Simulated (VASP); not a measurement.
# LiY16 (a cell with a defect) in VASP: single point with PBE

Aim: the single point of LiY16 (a cell with a defect) with PBE.

Everything below comes from runs of VASP 6.6.1. Logs are shortened: lines on timing, memory, paths and dates and some standing lists are left out, and cuts for length are marked.

## Step 1: The cell of the first run

The cell holds a defect, 17 atoms: a = 7.300 Å, b = 6.322 Å, c = 11.468 Å, α = 90.00°, β = 90.00°, γ = 90.00°.

## Step 2: Single point, PBE

INCAR

```
ALGO = Normal ; EDIFF = 1E-7
ENCUT = 520 ; GGA = PE
ISIF = 2 ; ISMEAR = -1
LASPH = T ; LCHARG = F
LREAL = Auto ; LWAVE = F
NBANDS = 104 ; NELM = 100
PREC = Accurate ; SIGMA = 0.05
```

KPOINTS

```
k-points
0
Gamma
  2 2 1
```

POSCAR

```
LiY16
1.0
   -3.6500000000     -6.3219850000      0.0000000000
    5.4750000000     -3.1609930000      0.0000000000
    0.0000000000      0.0000000000     11.4683000000
Y Li
16 1
Direct
    0.7246069343      0.5123441611      0.0356334357
    0.4793086163      0.3165752252      0.2517896746
    0.7479325267      0.4836730209      0.5200172398
    0.5293312718      0.3620673914      0.7737619385
    0.4857325875     -0.0195615366     -0.0055418759
    0.2205272075      0.8287229777      0.2272615346
    0.4647610965      0.0302442862      0.5055343030
    0.2452643946      0.7934631917      0.7505512727
    0.2266410056      0.4674143942      0.0044208926
   -0.0219352953      0.3282659061      0.2639494342
    0.2680926324      0.5323533777      0.4849005563
    0.0903955457      0.2618031016      0.7097311897
   -0.0385112407      0.0164894600     -0.0157452289
    0.7188751369      0.8241549301      0.2645778648
   -0.0109165295     -0.0325054405      0.4853630572
    0.7259525845      0.8986302690      0.7276233261
    0.9004214253      0.5577666844      0.8248672848
```

Potentials or basis: VASP PAW PBE potentials, release 64 (Y_sv, Li_sv).

Launch:

```console
> cat potpaw_PBE.64/Y_sv/POTCAR potpaw_PBE.64/Li_sv/POTCAR > POTCAR
> mpirun -np 1 vasp_std > vasp.out
```

OUTCAR:

```text
EDIFF = 1E-7
   ENCUT = 520
   GGA = PE
   ISIF = 2
   ISMEAR = -1
   LASPH = T
   LREAL = Auto
   NELM = 100
   PREC = Accurate

 ion  position               nearest neighbor table
   1  0.725  0.512  0.036-  17 2.75  14 3.28   2 3.30  10 3.41   4 3.46   5 3.47  13 3.63   9 3.66
                            13 3.67   9 3.69   5 3.82  16 4.29
   2  0.479  0.317  0.252-   1 3.30  11 3.37   7 3.43   9 3.52  14 3.57   6 3.63   5 3.64  10 3.64
                            14 3.66  10 3.66   6 3.76   3 3.80
   3  0.748  0.484  0.520-   4 3.41  10 3.52   7 3.54  11 3.54  16 3.55  15 3.55  12 3.60  14 3.64
                            15 3.73   2 3.80  11 3.83   7 4.03
   4  0.529  0.362  0.774-  17 3.04  16 3.31  12 3.35   3 3.41   8 3.44   1 3.46   9 3.51   5 3.51
                            16 3.72   7 3.75  11 3.97   8 4.16  12 4.21
   5  0.486  0.980  0.994-   6 3.43   1 3.47  13 3.48   8 3.51   4 3.51  16 3.56   9 3.62   2 3.64
                            14 3.67   9 3.76   1 3.82  13 3.84
   6  0.221  0.829  0.227-   9 3.43   5 3.43  11 3.52  15 3.52  13 3.57   2 3.63  10 3.64  10 3.65
                            14 3.66  14 3.69   2 3.76   7 3.87
   7  0.465  0.030  0.506-  16 3.29   2 3.43  11 3.47  11 3.49  15 3.50   3 3.54   8 3.56  14 3.57
                             4 3.75  15 3.86   6 3.87  12 3.89   3 4.03
   8  0.245  0.793  0.751-  17 3.05  12 3.20   4 3.44  11 3.47   5 3.51   7 3.56   9 3.57  12 3.58
                            16 3.58  13 3.67  15 3.74  16 3.86   4 4.16
   9  0.227  0.467  0.004-  17 3.20   6 3.43  13 3.45   4 3.51   2 3.52   8 3.57  10 3.60   5 3.62
                             1 3.66   1 3.69  12 3.76   5 3.76  13 3.98
  10  0.978  0.328  0.264-   1 3.41  15 3.41   3 3.52  11 3.55   9 3.60   2 3.64   6 3.64   6 3.65
                            14 3.66   2 3.66  14 3.71  13 3.77
  11  0.268  0.532  0.485-  12 3.36   2 3.37  15 3.42   7 3.47   8 3.47   7 3.49   6 3.52   3 3.54
                            10 3.55   3 3.83   4 3.97  15 4.11
  12  0.090  0.262  0.710-  17 2.68   8 3.20  15 3.26   4 3.35  11 3.36  16 3.52   8 3.58   3 3.60
                            13 3.63   9 3.76   7 3.89   4 4.21
  13  0.961  0.016  0.984-   9 3.45  17 3.46   5 3.48  16 3.49   6 3.57   1 3.63  12 3.63   8 3.67
                             1 3.67  10 3.77   5 3.84  14 3.87   9 3.98
  14  0.719  0.824  0.265-   1 3.28  15 3.34   2 3.57   7 3.57   3 3.64   2 3.66  10 3.66   6 3.66
                             5 3.67   6 3.69  10 3.71  13 3.87
  15  0.989  0.967  0.485-  12 3.26  14 3.34  16 3.41  10 3.41  11 3.42   7 3.50   6 3.52   3 3.55
                             3 3.73   8 3.74   7 3.86  11 4.11
  16  0.726  0.899  0.728-  17 2.74   7 3.29   4 3.31  15 3.41  13 3.49  12 3.52   3 3.55   5 3.56
                             8 3.58   4 3.72   8 3.86   1 4.29
  17  0.900  0.558  0.825-  12 2.68  16 2.74   1 2.75   4 3.04   8 3.05   9 3.20  13 3.46

  LATTYP: Found a simple orthorhombic cell.
 ALAT       =     6.3219855857
 B/A-ratio  =     1.1547004518
 C/A-ratio  =     1.8140345062

  Lattice vectors:

 A1 = (  -5.4750000000,   3.1609930000,   0.0000000000)
 A2 = (  -3.6500000000,  -6.3219850000,   0.0000000000)
 A3 = (   0.0000000000,   0.0000000000,  11.4683000000)

Analysis of symmetry for initial positions (statically):
=====================================================================
 Subroutine PRICEL returns:
 Original cell was already a primitive cell.

 Routine SETGRP: Setting up the symmetry group for a
 simple orthorhombic supercell.

 Subroutine GETGRP returns: Found  1 space group operations
 (whereof  1 operations were pure point group operations)
 out of a pool of  8 trial point group operations.

The static configuration has the point symmetry C_1 .

Analysis of symmetry for dynamics (positions and initial velocities):
=====================================================================
 Subroutine PRICEL returns:
 Original cell was already a primitive cell.

 Routine SETGRP: Setting up the symmetry group for a
 simple orthorhombic supercell.

 Subroutine GETGRP returns: Found  1 space group operations
 (whereof  1 operations were pure point group operations)
 out of a pool of  8 trial point group operations.

The dynamic configuration has the point symmetry C_1 .

 Subroutine INISYM returns: Found  1 space group operations
 (whereof  1 operations are pure point group operations),
 and found     1 'primitive' translations

----------------------------------------------------------------------------------------

                                     Primitive cell

  volume of cell :     529.2677

  direct lattice vectors                    reciprocal lattice vectors
    -3.650000000 -6.321985000  0.000000000    -0.068493159 -0.118633621  0.000000000
     5.475000000 -3.160993000  0.000000000     0.136986296 -0.079089080  0.000000000
     0.000000000  0.000000000 11.468300000     0.000000000  0.000000000  0.087196882
[... 54 lines left out ...]
    -0.034246579 -0.059316810  0.000000000     0.500000000  0.000000000  0.000000000
     0.068493148 -0.039544540  0.000000000    -0.000000000  0.500000000  0.000000000
     0.000000000  0.000000000  0.087196882     0.000000000  0.000000000  1.000000000

  Length of vectors
     0.068493154  0.079089076  0.087196882

  Shift w.r.t. Gamma in fractional coordinates (k-lattice)
     0.000000000  0.000000000  0.000000000

 Subroutine IBZKPT returns following result:
 ===========================================

 Found      4 irreducible k-points:

 Following reciprocal coordinates:
            Coordinates               Weight
  0.000000  0.000000  0.000000      1.000000
  0.500000  0.000000  0.000000      1.000000
 -0.000000  0.500000  0.000000      1.000000
  0.500000  0.500000  0.000000      1.000000
   k-points           NKPTS =      4   k-points in BZ     NKDIM =      4   number of bands    NBANDS=    104
   number of dos      NEDOS =    301   number of ions     NIONS =     17
   total plane-waves  NPLWV = 233280
   dimension x,y,z NGX =    54 NGY =   48 NGZ =   90
   dimension x,y,z NGXF=   108 NGYF=   96 NGZF=  180
   ions per type =              16   1
   NGX,Y,Z   is equivalent  to a cutoff of  12.30, 12.62, 13.05 a.u.
   NGXF,Y,Z  is equivalent  to a cutoff of  24.60, 25.24, 26.09 a.u.
 SYSTEM =  unknown system
   PREC   = accura    normal or accurate (medium, high low for compatibility)
   ISTART =      0    job   : 0-new  1-cont  2-samecut
   ICHARG =      2    charge: 1-file 2-atom 10-const
   ISPIN  =      1    spin polarized calculation?
   LNONCOLLINEAR =      F non collinear calculations
   LSORBIT =      F    spin-orbit coupling
   LASPH  =      T    aspherical Exc in radial PAW
   ENCUT  =  520.0 eV  38.22 Ry    6.18 a.u.  13.57 11.75 21.32*2*pi/ulx,y,z
   NELM   =    100;   NELMIN=  2; NELMDL= -5     # of ELM steps
   EDIFF  = 0.1E-06   stopping-criterion for ELM
   LREAL  =      T    real-space projection
   EDIFFG = 0.1E-05   stopping-criterion for IOM
   NSW    =      0    number of steps for IOM
   IBRION =     -1    ionic relax: 0-MD 1-quasi-New 2-CG
   NFREE  =      0    steps in history (QN), initial steepest desc. (CG)
   ISIF   =      2    stress and relaxation
   ISYM   =      2    0-nonsym 1-usesym 2-fastsym
   POTIM  = 0.5000    time-step for ionic-motion
   TEBEG  =    0.0;   TEEND  =   0.0 temperature during run
   PSTRESS=    0.0 pullay stress
   NELECT =     179.0000    total number of electrons
   NUPDOWN=      -1.0000    fix difference up-down
   EMIN   =  10.00;   EMAX   =-10.00  energy-range for DOS
   EFERMI =   0.00;   METHOD = LEGACY
   ISMEAR =    -1;   SIGMA  =   0.05  broadening in eV -4-tet -1-fermi 0-gaus
   EFERMI_NEDOS =   21; number of points for ismear=-14 and -15
   IALGO  =     38    algorithm
   IMIX   =      4    mixing-type and parameters
     AMIX     =   0.40;   BMIX     =  1.00
     AMIX_MAG =   1.60;   BMIX_MAG =  1.00
  volume/ion in A,a.u.               =      31.13       210.10
  Fermi-wavevector in a.u.,A,eV,Ry     =   1.140602  2.155425 17.700805  1.300972
  Thomas-Fermi vector in A             =   2.277304
   LORBIT       =      0    0 simple, 1 ext, 2 COOP (PROOUT), +10 PAW based schemes
   GGA     = PE    functional components
   LHFCALC =     F    Hartree Fock is set to
   AEXX    =    0.0000 exact exchange contribution
   IVDW    =     0    specifies the selected vdW correction
   LEPSILON=     F    determine dielectric tensor
   LRPA    =     F    only Hartree local field effects (RPA)
 non-spin polarized calculation
  energy-cutoff  :      520.00
  volume of cell :      529.27
 maximum number of plane-waves:     14300
   NGX = 27   NGY = 23   NGZ = 43

 number of electron     179.0000005 magnetization

 Free energy of the ion-electron system (eV)
  ---------------------------------------------------
  ext. energy  EPLUGINS =         0.00000000
  ---------------------------------------------------
  free energy    TOTEN  =      -103.03684160 eV

  energy without entropy =     -102.82150796  energy(sigma->0) =     -102.92917478

 E-fermi :   3.0880     XC(G=0):  -9.4579

 val. band max:        3.0875304172   @ k =   0.5000   0.0000   0.0000
 cond. band min:       3.1010655762   @ k =  -0.0000   0.5000   0.0000
 fundamental gap:      0.0135351590
 Fermi energy:         3.0879684961

 k-point     1 :       0.0000    0.0000    0.0000
  band No.  band energies     occupation
      1     -43.0035      2.00000
      2     -39.7358      2.00000
      3     -39.7015      2.00000
      4     -39.6471      2.00000
      5     -39.6250      2.00000
      6     -39.5911      2.00000
[... 405 lines left out ...]
    100       3.8394      0.00000
    101       3.9123      0.00000
 [bands above 101 left out]

------------------------ aborting loop because EDIFF is reached ----------------------------------------

  FORCE on cell =-STRESS in cart. coord.  units (eV):
  Direction    XX          YY          ZZ          XY          YZ          ZX
  --------------------------------------------------------------------------------------
  -------------------------------------------------------------------------------------
  Total        5.5509456      2.1967482      1.9142944     -1.0686169      0.5846271      0.4266490
  in kB       16.8035937      6.6499055      5.7948729     -3.2348730      1.7697590      1.2915343
  external PRESSURE =       9.7494574 kB  Pullay stress =       0.0000000 kB

 VOLUME and BASIS-vectors are now :
 -----------------------------------------------------------------------------
  energy-cutoff  :      520.00
  volume of cell :      529.27
      direct lattice vectors                 reciprocal lattice vectors
    -3.650000000 -6.321985000  0.000000000    -0.068493159 -0.118633621  0.000000000
     5.475000000 -3.160993000  0.000000000     0.136986296 -0.079089080  0.000000000
     0.000000000  0.000000000 11.468300000     0.000000000  0.000000000  0.087196882

 POSITION                                       TOTAL-FORCE (eV/Angst)
 -----------------------------------------------------------------------------------
      0.16027     -6.20047      0.40865        -0.002190      0.024779      0.065590
     -0.01623     -4.03087      2.88760         0.020356     -0.005580     -0.027084
     -0.08184     -6.25731      5.96371        -0.004336     -0.011735     -0.029912
      0.05026     -4.49092      8.87373         0.002536      0.035551      0.036878
      3.59498     -6.16995     11.40474        -0.004639     -0.002655      0.012403
      3.73233     -4.01376      2.60630         0.015555     -0.008102      0.008248
[... 9 lines left out ...]
      2.27027     -7.43003      8.34460        -0.017015     -0.026778      0.033354
     -0.23277     -7.45555      9.45983        -0.001541     -0.039774     -0.039223
 -----------------------------------------------------------------------------------
    total drift:                                0.000192      0.001075     -0.000850

  FREE ENERGIE OF THE ION-ELECTRON SYSTEM (eV)
  ---------------------------------------------------
  free  energy   TOTEN  =      -103.0368415953 eV

  energy  without entropy=     -102.8215079585  energy(sigma->0) =     -102.92917478
```

Run time: 5.8 min. Hardware: 1 thread of Intel Xeon 6975P-C (Granite Rapids), shared host; peak memory 0.59 GiB.

Results:

```yaml
Free_energy: -103.0368 eV
Largest_force: 0.072 eV/Å
Band_gap_on_the_k_mesh: zero (an odd number of electrons rules out a gap without spin polarisation)
```

Forces on the atoms (eV/Å):
```
Y   -0.002  0.025  0.066
Y    0.020 -0.006 -0.027
Y   -0.004 -0.012 -0.030
Y    0.003  0.036  0.037
Y   -0.005 -0.003  0.012
Y    0.016 -0.008  0.008
Y    0.017  0.000 -0.008
Y    0.054  0.047  0.006
Y   -0.006  0.002 -0.009
Y   -0.002  0.000  0.000
Y   -0.007  0.004 -0.020
Y   -0.031 -0.019  0.017
Y    0.005 -0.019 -0.014
Y   -0.005  0.010 -0.010
Y   -0.033  0.009 -0.022
Y   -0.017 -0.027  0.033
Li  -0.002 -0.040 -0.039
```

Levels at points of the mesh, in eV from the Fermi level:
```tsv
k point	band 88	band 89	band 90	band 91	band 92	band 93
(0.00, 0.00, 0.00)	-0.20	-0.11	-0.02	0.13	0.15	0.22
(0.50, 0.00, 0.00)	-0.11	-0.04	0.00	0.13	0.19	0.19
(0.00, 0.50, 0.00)	-0.07	-0.01	0.01	0.05	0.17	0.29
(0.50, 0.50, 0.00)	-0.16	-0.13	-0.10	0.04	0.16	0.19
```

Caveat: the k points lie up to 0.55 Å⁻¹ apart, too coarse for converged energies and pressures of a metal; the cutoff is under 1.25 times the usual one of these potentials, so pressure, stress and relaxed cells hold a basis-set (Pulay) error.
